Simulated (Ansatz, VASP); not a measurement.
**Re in VASP and in Ansatz**

File INCAR:

```
SYSTEM = Re
PREC = Accurate
ENCUT = 520
EDIFF = 1E-8
ISMEAR = -1
SIGMA = 0.05
LREAL = .False.
LASPH = .True.
NELM = 80
ALGO = Normal
ISIF = 2
LWAVE = .False.
LCHARG = .False.
GGA = PS
LEFG = .True.
NBANDS = 14
```

The input KPOINTS:

```
Automatic mesh
0
Gamma
  18 18 10
  0 0 0
```

The input POSCAR:

```
Re
1.0
    2.5941956526      0.0000000000      0.0000000000
   -1.2970978263      2.2466393375      0.0000000000
    0.0000000000      0.0000000000      4.1480801636
Re
2
Direct
    0.3333333333      0.6666666667      0.2500000000
    0.6666666667      0.3333333333      0.7500000000
```

Input for Ansatz:

```yaml
crystal:
  lattice:
    - [2.5941956526, 0.0, 0.0]
    - [-1.2970978263, 2.2466393375, 0.0]
    - [0.0, 0.0, 4.1480801636]
  atoms:
    - { symbol: Re, position: [0.3333333333, 0.6666666667, 0.25] }
    - { symbol: Re, position: [0.6666666667, 0.3333333333, 0.75] }
kpoints:
  mp_grid: { grid: [18, 18, 10] }
scf:
  occupations: { method: fermi_dirac, width: 0.05 }
hamiltonian:
  xc: pbesol
  pseudopotentials: { kind: paw }
output:
  forces: true
  stress: true
  eigenvalues: true
  efg: { contact_densities: true }
```

Change from the starting cell: volume scaled by 0.99, PAW files.

Alike in both runs: task electric field gradients; functional PBEsol; k mesh 18 × 18 × 10; occupations fermi-dirac, width 0.05 eV; no spin polarisation.

```csv
,VASP,Ansatz
version,VASP 6.6.1,Ansatz 0.2.0
potentials or method,"VASP PAW PBE potentials, release 64 (Re)","PAW with Ansatz's default frozen-core files, scalar-relativistic"
plane-wave cutoff (eV),520,420
valence electrons in the cell,14,30
```

|  | VASP | Ansatz | Ansatz less VASP |
| --- | --- | --- | --- |
| pressure (GPa) | 111.9 | 108.3 | -3.62 |
| traceless stress, the component that is largest in VASP (GPa) | 5.63 | 5.66 | +0.030 |
| size of Vzz on the site where it differs most (V/Å²) | 109.6 | 88.6 | -21.03 |

VASP's potentials were made for PBE, not for PBEsol. Both programs put the cell under a high pressure, so it lies far from rest at this level. With one functional, cell and mesh, what is left measures potentials, basis and numerics. VASP's potentials hold 14 valence electrons a cell and Ansatz's 30, so a difference there can come from the potentials and not from the codes.

Spin-orbit coupling is off throughout. Noted on VASP's run: the cell as given lies far from equilibrium.
